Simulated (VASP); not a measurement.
Set up this calculation in VASP 6.6.1, as the native input.

| Quantity | Value |
| --- | --- |
| Task | single point |
| Functional | PBE |
| Potentials or basis | VASP PAW PBE potentials, release 64 (C) |
| Cutoff | 520 eV |
| k mesh | 18 × 18 × 2 |
| Occupations | gaussian, width 0.01 eV |
| Spin | no spin polarisation |
| Dipole correction | no |
| Further INCAR settings | ALGO = Normal; EDIFF = 1e-06; NBANDS = 36 |

The structure of C lies in POSCAR:

```
C
1.0
    2.5405117460      0.0000000000      0.0000000000
   -1.2702558730      2.2001477107      0.0000000000
    0.0000000000      0.0000000000     25.2639180448
C
12
Direct
    0.0000000000      0.0000000000      0.9175579045
    0.3333333333      0.6666666667      0.9175563333
    0.0000000000      0.0000000000      0.7491103334
    0.3333333333      0.6666666667      0.7491087622
    0.6666666667      0.3333333333      0.2508912378
    0.0000000000      0.0000000000      0.2508896666
    0.6666666667      0.3333333333      0.0824436667
    0.0000000000      0.0000000000      0.0824420955
    0.3333333333      0.6666666667      0.5842245711
    0.6666666667      0.3333333333      0.5842229999
    0.3333333333      0.6666666667      0.4157770001
    0.6666666667      0.3333333333      0.4157754289
```

This cell differs from its parent crystal: biaxial strain in the a-b plane: +3.0 %.

One way to write it, as run:

INCAR

```
PREC = Accurate
ENCUT = 520
EDIFF = 1E-6
ISMEAR = 0
SIGMA = 0.01
LREAL = False
LASPH = True
NELM = 80
ALGO = Normal
ISIF = 2
LWAVE = False
LCHARG = False
GGA = PE
NBANDS = 36
```

KPOINTS

```
Automatic mesh
0
Gamma
  18 18 2
```

Potentials or basis: VASP PAW PBE potentials, release 64 (C).

The run is started by

```sh
$ cat potpaw_PBE.64/C/POTCAR > POTCAR
$ mpirun -np 1 vasp_std > vasp.out
```

It gave:

```json
{
  "Pressure": "-16.7 GPa"
}
```

Caveat: the cell differs from its parent crystal (biaxial strain in the a-b plane: +3.0 %); the stress differs along the axes, from -25 to 0 GPa; this functional lacks dispersion, which binds layers or chains, so the pressure and a relaxed spacing across them are unreliable.

Wall time 7.1 min on 1 thread of Intel Xeon 8259CL, with other jobs on the host, peak memory 0.41 GiB.
